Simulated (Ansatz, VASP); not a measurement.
## Ga2AsP in VASP and in Ansatz

```
CELL_PARAMETERS angstrom
4.00675 0.00000 0.00000
0.00000 4.01067 0.00000
0.00000 0.00000 29.87288
ATOMIC_POSITIONS crystal
Ga 0.00000 0.50000 0.28698
Ga 0.50000 0.00000 0.28690
P 0.00000 0.00000 0.33645
As 0.50000 0.50000 0.23266
```

Alike in both runs: functional PBE; k mesh 12 × 12 × 1; occupations gaussian, width 0.1 eV; no spin polarisation.

Ansatz relaxed the structure, and its values are those at the end. VASP's run is a single point on that final structure, the one shown.

|  | VASP | Ansatz |
| --- | --- | --- |
| version | VASP 6.6.1 | Ansatz 0.2.0 |
| potentials or method | VASP PAW PBE potentials, release 64 (Ga_d, P, As), cutoff 520 eV | scalar-relativistic, plane waves, PAW |
| valence electrons in the cell | 36 | 46 |

|  | VASP | Ansatz | Ansatz less VASP |
| --- | --- | --- | --- |
| gap on the k mesh at the Fermi level (eV) | none | none | - |
| rms of the force components (eV/Å) | 0.016 | 0.001 | -0.0149 |

A gap of «none» marks a metal or a gap that the smearing closes. With one functional, cell and mesh, what is left measures potentials, basis and numerics. VASP's potentials hold 36 valence electrons a cell and Ansatz's 46, so a difference there can come from the potentials and not from the codes. Ansatz's warnings: xc potential rough in thin density.
